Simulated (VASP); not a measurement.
# GaN (P6_3mc) in VASP: notebook

The runs below take GaN through single point, relaxation of cell and atoms, with LDA, PBEsol, PBE.

Program: VASP 6.6.1. These are calculated values, not measurements. Logs are shortened: lines on timing, memory, paths and dates and some standing lists are left out, and cuts for length are marked.

## (1) The cell of the first run

The structure is hexagonal, space group P6_3mc (No. 186). The conventional cell has a = 3.151 Å, b = 3.151 Å, c = 10.283 Å, α = 90.00°, β = 90.00°, γ = 120.00°. Within 2.6 Å of Ga (site symmetry 3m) lie 4 N at 1.93 Å. Ga (site symmetry 3m) has 4 N at 1.93 Å within 2.6 Å. N (site symmetry 3m) has 4 Ga at 1.93 Å within 2.6 Å. N (site symmetry 3m) has 4 Ga at 1.93 Å within 2.6 Å.

## (2) Single point, LDA

File INCAR:

```
SYSTEM = GaN
PREC = Accurate ; ENCUT = 520
EDIFF = 1E-6 ; ISMEAR = -1
SIGMA = 0.02 ; LREAL = .False.
LASPH = .True. ; NELM = 100
ALGO = Normal ; ISIF = 2
LWAVE = .False. ; LCHARG = .False.
GGA = CA ; NBANDS = 46
```

File KPOINTS:

```
regular mesh
0
Gamma
  12 12 2
  0 0 0
```

File POSCAR:

```
GaN
1.0
    3.1509192776      0.0000000000      0.0000000000
   -1.5754596388      2.7287761397      0.0000000000
    0.0000000000      0.0000000000     10.2830617190
Ga N
4 4
Direct
    0.0000000000      0.0000000000     -0.0002819661
    0.3333333333      0.6666666667      0.2499485042
    0.0000000000      0.0000000000      0.4997180339
    0.6666666667      0.3333333333      0.7499485042
    0.0000000000      0.0000000000      0.1875846190
    0.3333333333      0.6666666667      0.4377488428
    0.0000000000      0.0000000000      0.6875846190
    0.6666666667      0.3333333333      0.9377488428
```

Potentials or basis: VASP PAW LDA potentials, release 64 (Ga_d, N).

The run is started by

```
cat potpaw_LDA.64/Ga_d/POTCAR potpaw_LDA.64/N/POTCAR > POTCAR
mpirun -np 1 vasp_std > vasp.out
```

OUTCAR:

```text
SYSTEM = GaN
   PREC = Accurate
   ENCUT = 520
   EDIFF = 1E-6
   ISMEAR = -1
   LREAL = .False.
   LASPH = .True.
   NELM = 100
   ISIF = 2
   GGA = CA

 ion  position               nearest neighbor table
   1  0.000  0.000  1.000-   8 1.93   8 1.93   8 1.93   5 1.93
   2  0.333  0.667  0.250-   5 1.93   5 1.93   5 1.93   6 1.93
   3  0.000  0.000  0.500-   6 1.93   6 1.93   6 1.93   7 1.93
   4  0.667  0.333  0.750-   7 1.93   7 1.93   7 1.93   8 1.93
   5  0.000  0.000  0.188-   2 1.93   2 1.93   2 1.93   1 1.93
   6  0.333  0.667  0.438-   3 1.93   3 1.93   3 1.93   2 1.93
   7  0.000  0.000  0.688-   4 1.93   4 1.93   4 1.93   3 1.93
   8  0.667  0.333  0.938-   1 1.93   1 1.93   1 1.93   4 1.93

  LATTYP: Found a hexagonal cell.
 ALAT       =     3.1509192776
 C/A-ratio  =     3.2635116336

  Lattice vectors:

 A1 = (   3.1509192776,   0.0000000000,   0.0000000000)
 A2 = (  -1.5754596388,   2.7287761397,   0.0000000000)
 A3 = (   0.0000000000,   0.0000000000,  10.2830617190)

Analysis of symmetry for initial positions (statically):
=====================================================================
 Subroutine PRICEL returns:
 Original cell was already a primitive cell.

 Routine SETGRP: Setting up the symmetry group for a
 hexagonal supercell.

 Subroutine GETGRP returns: Found 12 space group operations
 (whereof  6 operations were pure point group operations)
 out of a pool of 24 trial point group operations.

The static configuration has the point symmetry C_3v.
 The point group associated with its full space group is C_6v.

Analysis of symmetry for dynamics (positions and initial velocities):
=====================================================================
 Subroutine PRICEL returns:
 Original cell was already a primitive cell.

 Routine SETGRP: Setting up the symmetry group for a
 hexagonal supercell.

 Subroutine GETGRP returns: Found 12 space group operations
 (whereof  6 operations were pure point group operations)
 out of a pool of 24 trial point group operations.

The dynamic configuration has the point symmetry C_3v.
 The point group associated with its full space group is C_6v.

 Subroutine INISYM returns: Found 12 space group operations
 (whereof  6 operations are pure point group operations),
 and found     1 'primitive' translations

----------------------------------------------------------------------------------------

                                     Primitive cell

  volume of cell :      88.4153

  direct lattice vectors                    reciprocal lattice vectors
     3.150919278  0.000000000  0.000000000     0.317367699  0.183232326  0.000000000
    -1.575459639  2.728776140  0.000000000     0.000000000  0.366464653  0.000000000
     0.000000000  0.000000000 10.283061719     0.000000000  0.000000000  0.097247301

  length of vectors
     3.150919278  3.150919278 10.283061719     0.366464653  0.366464653  0.097247301

  position of ions in fractional coordinates (direct lattice)
     0.000000000  0.000000000  0.999718034
     0.333333333  0.666666667  0.249948504
     0.000000000  0.000000000  0.499718034
     0.666666667  0.333333333  0.749948504
     0.000000000  0.000000000  0.187584619
     0.333333333  0.666666667  0.437748843
     0.000000000  0.000000000  0.687584619
     0.666666667  0.333333333  0.937748843

  ion indices of the primitive-cell ions
   primitive index   ion index
                 1           1
                 2           2
                 3           3
                 4           4
                 5           5
                 6           6
                 7           7
                 8           8

----------------------------------------------------------------------------------------

 KPOINTS: regular mesh

Automatic generation of k-mesh.
 Grid dimensions read from file:
 generate k-points for:   12   12    2

 Generating k-lattice:

  Cartesian coordinates                     Fractional coordinates (reciprocal lattice)
     0.026447308  0.015269361  0.000000000     0.083333333 -0.000000000  0.000000000
     0.000000000  0.030538721  0.000000000     0.000000000  0.083333333  0.000000000
     0.000000000  0.000000000  0.048623651     0.000000000  0.000000000  0.500000000

  Length of vectors
     0.030538721  0.030538721  0.048623651

  Shift w.r.t. Gamma in fractional coordinates (k-lattice)
     0.000000000  0.000000000  0.000000000

 Subroutine IBZKPT returns following result:
 ===========================================

 Found     38 irreducible k-points:

 Following reciprocal coordinates:
            Coordinates               Weight
  0.000000  0.000000  0.000000      1.000000
  0.083333 -0.000000  0.000000      6.000000
  0.166667 -0.000000  0.000000      6.000000
  0.250000 -0.000000  0.000000      6.000000
  0.333333  0.000000  0.000000      6.000000
  0.416667 -0.000000  0.000000      6.000000
[... 16 lines left out ...]
  0.250000 -0.000000  0.500000      6.000000
  0.333333  0.000000  0.500000      6.000000
 [... further k-points ...]
   k-points           NKPTS =     38   k-points in BZ     NKDIM =     38   number of bands    NBANDS=     46
   number of dos      NEDOS =    301   number of ions     NIONS =      8
   total plane-waves  NPLWV =  46080
   dimension x,y,z NGX =    24 NGY =   24 NGZ =   80
   dimension x,y,z NGXF=    48 NGYF=   48 NGZF=  160
   ions per type =               4   4
   NGX,Y,Z   is equivalent  to a cutoff of  12.66, 12.66, 12.93 a.u.
   NGXF,Y,Z  is equivalent  to a cutoff of  25.33, 25.33, 25.87 a.u.
 SYSTEM =  GaN
   PREC   = accura    normal or accurate (medium, high low for compatibility)
   ISTART =      0    job   : 0-new  1-cont  2-samecut
   ICHARG =      2    charge: 1-file 2-atom 10-const
   ISPIN  =      1    spin polarized calculation?
   LNONCOLLINEAR =      F non collinear calculations
   LSORBIT =      F    spin-orbit coupling
   LASPH  =      T    aspherical Exc in radial PAW
   ENCUT  =  520.0 eV  38.22 Ry    6.18 a.u.   5.86  5.86 19.12*2*pi/ulx,y,z
   NELM   =    100;   NELMIN=  2; NELMDL= -5     # of ELM steps
   EDIFF  = 0.1E-05   stopping-criterion for ELM
   LREAL  =      F    real-space projection
   EDIFFG = 0.1E-04   stopping-criterion for IOM
   NSW    =      0    number of steps for IOM
   IBRION =     -1    ionic relax: 0-MD 1-quasi-New 2-CG
   NFREE  =      0    steps in history (QN), initial steepest desc. (CG)
   ISIF   =      2    stress and relaxation
   ISYM   =      2    0-nonsym 1-usesym 2-fastsym
   POTIM  = 0.5000    time-step for ionic-motion
   TEBEG  =    0.0;   TEEND  =   0.0 temperature during run
   PSTRESS=    0.0 pullay stress
   NELECT =      72.0000    total number of electrons
   NUPDOWN=      -1.0000    fix difference up-down
   EMIN   =  10.00;   EMAX   =-10.00  energy-range for DOS
   EFERMI =   0.00;   METHOD = LEGACY
   ISMEAR =    -1;   SIGMA  =   0.02  broadening in eV -4-tet -1-fermi 0-gaus
   EFERMI_NEDOS =   21; number of points for ismear=-14 and -15
   IALGO  =     38    algorithm
   IMIX   =      4    mixing-type and parameters
     AMIX     =   0.40;   BMIX     =  1.00
     AMIX_MAG =   1.60;   BMIX_MAG =  1.00
  volume/ion in A,a.u.               =      11.05        74.58
  Fermi-wavevector in a.u.,A,eV,Ry     =   1.528773  2.888963 31.798831  2.337148
  Thomas-Fermi vector in A             =   2.636486
   LORBIT       =      0    0 simple, 1 ext, 2 COOP (PROOUT), +10 PAW based schemes
   GGA     = CA    functional components
   LHFCALC =     F    Hartree Fock is set to
   AEXX    =    0.0000 exact exchange contribution
   IVDW    =     0    specifies the selected vdW correction
   LEPSILON=     F    determine dielectric tensor
   LRPA    =     F    only Hartree local field effects (RPA)
 non-spin polarized calculation
  energy-cutoff  :      520.00
  volume of cell :       88.42
 maximum number of plane-waves:      2396
 NGX is ok and might be reduce to    24
   NGX = 11   NGY = 11   NGZ = 39

 number of electron      72.0000061 magnetization

 Free energy of the ion-electron system (eV)
  ---------------------------------------------------
  ext. energy  EPLUGINS =         0.00000000
  ---------------------------------------------------
  free energy    TOTEN  =       -55.79986699 eV

  energy without entropy =      -55.79986699  energy(sigma->0) =      -55.79986699

 E-fermi :   5.8395     XC(G=0): -12.3022

 val. band max:        5.4313679265   @ k =   0.0000   0.0000   0.0000
 cond. band min:       7.4873345097   @ k =   0.0000   0.0000   0.0000
 fundamental gap:      2.0559665832
 Fermi energy:         5.8395222368

 k-point     1 :       0.0000    0.0000    0.0000
  band No.  band energies     occupation
      1     -10.6955      2.00000
      2     -10.1032      2.00000
      3     -10.0876      2.00000
      4      -9.7165      2.00000
      5      -8.1586      2.00000
      6      -8.1507      2.00000
[... 38 lines left out ...]
     45      15.5519      0.00000
     46      15.5904      0.00000

 k-point     2 :       0.0833   -0.0000    0.0000
  band No.  band energies     occupation
      1     -10.6209      2.00000
      2     -10.0554      2.00000
      3     -10.0409      2.00000
      4      -9.6968      2.00000
      5      -8.1505      2.00000
      6      -8.1399      2.00000
[... 38 lines left out ...]
     45      15.3646      0.00000
     46      15.6788      0.00000

 k-point     3 :       0.1667   -0.0000    0.0000
  band No.  band energies     occupation
      1     -10.4173      2.00000
      2      -9.9329      2.00000
      3      -9.9216      2.00000
      4      -9.6486      2.00000
      5      -8.1268      2.00000
      6      -8.1129      2.00000
[... 1018 lines left out ...]
     45      15.4164      0.00000
     46      15.4164      0.00000

 k-point    24 :       0.3333    0.0000    0.5000
  band No.  band energies     occupation
      1      -9.8289      2.00000
      2      -9.8289      2.00000
      3      -9.5820      2.00000
      4      -9.5820      2.00000
      5      -8.0812      2.00000
      6      -8.0812      2.00000
[... 38 lines left out ...]
     45      15.4623      0.00000
     46      15.4623      0.00000

 [... further k-points ...]

------------------------ aborting loop because EDIFF is reached ----------------------------------------

  FORCE on cell =-STRESS in cart. coord.  units (eV):
  Direction    XX          YY          ZZ          XY          YZ          ZX
  --------------------------------------------------------------------------------------
  -------------------------------------------------------------------------------------
  Total        0.6489859      0.6489859      0.6380907      0.0000000      0.0000000      0.0000000
  in kB       11.7602944     11.7602944     11.5628632      0.0000000      0.0000000      0.0000000
  external PRESSURE =      11.6944840 kB  Pullay stress =       0.0000000 kB

 VOLUME and BASIS-vectors are now :
 -----------------------------------------------------------------------------
  energy-cutoff  :      520.00
  volume of cell :       88.42
      direct lattice vectors                 reciprocal lattice vectors
     3.150919278  0.000000000  0.000000000     0.317367699  0.183232326  0.000000000
    -1.575459639  2.728776140  0.000000000     0.000000000  0.366464653  0.000000000
     0.000000000  0.000000000 10.283061719     0.000000000  0.000000000  0.097247301

 POSITION                                       TOTAL-FORCE (eV/Angst)
 -----------------------------------------------------------------------------------
      0.00000      0.00000     10.28016        -0.000000      0.000000      0.000985
     -0.00000      1.81918      2.57024         0.000000     -0.000000      0.000728
      0.00000      0.00000      5.13863         0.000000      0.000000      0.000985
      1.57546      0.90959      7.71177        -0.000000      0.000000      0.000728
      0.00000      0.00000      1.92894        -0.000000      0.000000     -0.001112
     -0.00000      1.81918      4.50140         0.000000     -0.000000     -0.000600
      0.00000      0.00000      7.07048        -0.000000      0.000000     -0.001112
      1.57546      0.90959      9.64293        -0.000000     -0.000000     -0.000600
 -----------------------------------------------------------------------------------
    total drift:                               -0.000001     -0.000002      0.000751

  FREE ENERGIE OF THE ION-ELECTRON SYSTEM (eV)
  ---------------------------------------------------
  free  energy   TOTEN  =       -55.7998669891 eV

  energy  without entropy=      -55.7998669891  energy(sigma->0) =      -55.79986699
```

It took 92 s on 1 thread of Intel Xeon Platinum 8559C (Emerald Rapids), shared host; peak memory 0.23 GiB.

What came out:

```yaml
Free_energy: -55.7999 eV
Pressure: 1.2 GPa
Band_gap_on_the_k_mesh: 2.06 eV
```

Levels at points of the mesh, in eV from the valence-band top:
```csv
k point,band 34,band 35,band 36,band 37,band 38,band 39
"(0.00, 0.00, 0.00)",-0.03,0.00,0.00,2.06,4.16,4.49
"(0.50, 0.00, 0.00)",-1.96,-1.36,-1.04,3.72,4.05,5.41
"(0.00, 0.00, 0.50)",-0.17,-0.17,-0.17,3.18,3.18,4.61
"(0.50, 0.00, 0.50)",-1.98,-1.35,-1.35,4.33,4.33,5.22
```

## (3) Single point, PBEsol

This run uses another cell than the first one, of 11.37 Å³/atom.

File INCAR:

```
ALGO     = Normal         # electronic algorithm
EDIFF    = 1E-6           # SCF threshold, eV
ENCUT    = 520            # plane-wave cutoff, eV
GGA      = PS             # functional
ISIF     = 2              # what is computed and relaxed
ISMEAR   = -1             # smearing method
LASPH    = T              # aspherical terms in the spheres
LCHARG   = F              # write CHGCAR
LREAL    = F              # projectors in reciprocal space
LWAVE    = F              # write WAVECAR
NBANDS   = 46             # bands
NELM     = 80             # most SCF steps
PREC     = Accurate       # precision mode
SIGMA    = 0.02           # smearing width, eV
```

File KPOINTS:

```
k-points
0
Gamma
  12 12 2
```

File POSCAR:

```
GaN
1.0
    3.1814082350      0.0000000000      0.0000000000
   -1.5907041175      2.7551803513      0.0000000000
    0.0000000000      0.0000000000     10.3791604527
Ga N
4 4
Direct
    0.0000000000      0.0000000000     -0.0003310101
    0.3333333333      0.6666666667      0.2499418474
    0.0000000000      0.0000000000      0.4996689899
    0.6666666667      0.3333333333      0.7499418474
    0.0000000000      0.0000000000      0.1876161325
    0.3333333333      0.6666666667      0.4377730301
    0.0000000000      0.0000000000      0.6876161325
    0.6666666667      0.3333333333      0.9377730301
```

Potentials or basis: VASP PAW PBE potentials, release 64 (Ga_d, N).

The run is started by

```
cat potpaw_PBE.64/Ga_d/POTCAR potpaw_PBE.64/N/POTCAR > POTCAR
mpirun -np 1 vasp_std > vasp.out
```

Wall time 96 s (1 thread of Intel Xeon Platinum 8559C (Emerald Rapids), shared host); peak memory 0.26 GiB.

The run converged. Its results:

```yaml
Free_energy: -52.5157 eV
Pressure: -0.3 GPa
Band_gap_on_the_k_mesh: 1.80 eV
```

Levels at points of the mesh, in eV from the valence-band top:
```csv
k point,band 33,band 34,band 35,band 36,band 37,band 38,band 39,band 40
"(0.00, 0.00, 0.00)",-0.52,-0.02,0.00,0.00,1.80,3.98,4.29,4.41
"(0.50, 0.00, 0.00)",-1.95,-1.89,-1.31,-1.00,3.67,3.97,5.28,5.66
"(0.00, 0.00, 0.50)",-0.16,-0.16,-0.16,-0.16,2.97,2.97,4.43,4.43
"(0.50, 0.00, 0.50)",-1.91,-1.91,-1.30,-1.30,4.29,4.29,5.08,5.08
```

Caveat: the PAW data sets were made with another functional, which shifts forces and pressure a little.

## (4) Single point, PBE

This run uses another cell than the first one, of 11.37 Å³/atom.

File INCAR:

```
SYSTEM = GaN
  PREC = Accurate
  ENCUT = 520
  EDIFF = 1E-7
  ISMEAR = -1
  SIGMA = 0.02
  LREAL = .False.
  LASPH = .True.
  NELM = 100
  ALGO = Normal
  ISIF = 2
  LWAVE = .False.
  LCHARG = .True.
  GGA = PE
  LELF = .True.
  LVHAR = .True.
  NBANDS = 46
```

File KPOINTS:

```
Automatic mesh
0
Gamma
  12 12 4
  0 0 0
```

File POSCAR:

```
GaN
1.0
    3.1816940577      0.0000000000      0.0000000000
   -1.5908470288      2.7554278811      0.0000000000
    0.0000000000      0.0000000000     10.3772901642
Ga N
4 4
Direct
    0.0000000000      0.0000000000     -0.0003613162
    0.3333333333      0.6666666667      0.2499322511
    0.0000000000      0.0000000000      0.4996386838
    0.6666666667      0.3333333333      0.7499322511
    0.0000000000      0.0000000000      0.1876438573
    0.3333333333      0.6666666667      0.4377852078
    0.0000000000      0.0000000000      0.6876438573
    0.6666666667      0.3333333333      0.9377852078
```

The run is started by

```
cat potpaw_PBE.64/Ga_d/POTCAR potpaw_PBE.64/N/POTCAR > POTCAR
mpirun -np 1 vasp_std > vasp.out
```

It took 2.8 min on 1 thread of Intel Xeon Platinum 8559C (Emerald Rapids), shared host; peak memory 0.3 GiB.

The run converged. Its results:

```
Free energy            : -48.5758 eV
Pressure               : 6.2 GPa
Largest force          : 0.006 eV/Å
Band gap on the k mesh : 1.85 eV
```

Forces on the atoms (eV/Å):
```
Ga   0.000  0.000  0.006
Ga   0.000  0.000 -0.001
Ga   0.000  0.000  0.006
Ga   0.000  0.000 -0.001
N    0.000  0.000 -0.005
N    0.000  0.000  0.000
N    0.000  0.000 -0.005
N    0.000  0.000  0.000
```

Levels at points of the mesh, in eV from the valence-band top:
```
           k point  band 32  band 33  band 34  band 35  band 36  band 37  band 38  band 39  band 40  band 41
(0.00, 0.00, 0.00)    -0.51    -0.51    -0.02     0.00     0.00     1.85     4.03     4.35     4.48     8.48
(0.50, 0.00, 0.00)    -1.94    -1.93    -1.87    -1.29    -0.99     3.79     4.09     5.37     5.77     7.21
(0.00, 0.00, 0.50)    -0.87    -0.16    -0.16    -0.16    -0.16     3.02     3.02     4.50     4.50     8.74
(0.50, 0.00, 0.50)    -2.51    -1.88    -1.88    -1.29    -1.29     4.41     4.41     5.17     5.17     6.84
```

Caveat: the cell stands under pressure. A k mesh can miss the band edges.

## (5) Single point, LDA

This run uses another cell than the first one, of 11.37 Å³/atom.

File INCAR:

```
SYSTEM = GaN
PREC = Accurate ; ENCUT = 520
EDIFF = 1E-7 ; ISMEAR = 0
SIGMA = 0.01 ; LREAL = .FALSE.
LASPH = .TRUE. ; NELM = 80
ALGO = Normal ; ISIF = 2
LWAVE = .FALSE. ; LCHARG = .FALSE.
GGA = CA ; NBANDS = 46
```

File KPOINTS:

```
Automatic mesh
0
G
  12 12 4
  0 0 0
```

POSCAR is that of step 4.

Potentials or basis: VASP PAW LDA potentials, release 64 (Ga_d, N).

The run is started by

```
cat potpaw_LDA.64/Ga_d/POTCAR potpaw_LDA.64/N/POTCAR > POTCAR
mpirun -np 1 vasp_std > vasp.out
```

It took 2.7 min on 1 thread of Intel Xeon Platinum 8559C (Emerald Rapids), shared host; peak memory 0.29 GiB.

Results (log left out):

- Free energy: -55.7740 eV
- Pressure: -4.4 GPa
- Largest force: 0.010 eV/Å
- Band gap on the k mesh: 1.87 eV

Forces in eV/Å, atoms in the order of the input:
```
Ga   0.000  0.000  0.010
Ga   0.000  0.000 -0.003
Ga   0.000  0.000  0.010
Ga   0.000  0.000 -0.003
N    0.000  0.000 -0.007
N    0.000  0.000  0.000
N    0.000  0.000 -0.007
N    0.000  0.000  0.000
```

Stress tensor (GPa, compression positive):
```
-4.49  0.00  0.00
 0.00 -4.49  0.00
 0.00  0.00 -4.36
```

Levels at points of the mesh, in eV from the valence-band top:
```
           k point  band 32  band 33  band 34  band 35  band 36  band 37  band 38  band 39  band 40  band 41
(0.00, 0.00, 0.00)    -0.52    -0.52    -0.02     0.00     0.00     1.87     3.99     4.30     4.38     8.32
(0.50, 0.00, 0.00)    -1.97    -1.95    -1.89    -1.30    -1.00     3.68     3.98     5.25     5.64     7.07
(0.00, 0.00, 0.50)    -0.88    -0.16    -0.16    -0.16    -0.16     3.01     3.01     4.42     4.42     8.59
(0.50, 0.00, 0.50)    -2.54    -1.91    -1.91    -1.30    -1.30     4.29     4.29     5.06     5.06     6.69
```

Caveat: the cell stands under tension. A k mesh can miss the band edges.

(Continued in part 2 of 2.)
